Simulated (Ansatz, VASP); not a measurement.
# SiO: VASP and Ansatz over several settings

```xyz
2
Lattice="2.8070 0.0000 0.0000 0.0000 2.8070 0.0000 0.0000 0.0000 2.8070" Properties=species:S:1:pos:R:3 pbc="T T T"
Si    0.0000    0.0000    0.0000
O     1.4035    1.4035    1.4035
```

Single points on this cell with VASP 6.6.1 and Ansatz 0.2.0. Each row is one pair of runs. Alike in all rows: spin: off; k mesh: 5 × 5 × 5; smearing: fermi-dirac, width 0.05 eV; VASP's potentials, cutoff: VASP PAW PBE potentials, release 64 (Si, O), 520 eV.

| level | Ansatz's potentials, cutoff | gap on the k mesh at the Fermi level (eV), VASP | gap on the k mesh at the Fermi level (eV), Ansatz | least direct gap on the mesh (eV), VASP | least direct gap on the mesh (eV), Ansatz | pressure (GPa), VASP | pressure (GPa), Ansatz |
| --- | --- | --- | --- | --- | --- | --- | --- |
| r2SCAN0 | Ansatz PAW, 500 eV | 1.79 | 1.76 | 3.24 | 3.19 | -1.5 | -1.3 |
| r2SCANh | Ansatz PAW, 500 eV | 0.92 | 0.91 | 2.40 | 2.38 | 0.6 | 0.7 |
| r2SCAN50 | Ansatz PAW, 500 eV | 3.32 | 3.26 | 4.74 | 4.65 | -4.6 | -4.2 |
| HF | Ansatz PAW, 420 eV | ? | 6.66 | ? | 7.28 | ? | 8.8 |

Task: Fill in what VASP gave in row 4.

Result: gap on the k mesh at the Fermi level (eV): 6.83; least direct gap on the mesh (eV): 7.51; pressure (GPa): 8.2.

The k mesh is coarse, so the values compare programs but aren't converged. Noted on Ansatz's runs: odd divisions of the mesh miss points on the zone boundary, where band edges often lie, so the gap on the mesh can be too wide.
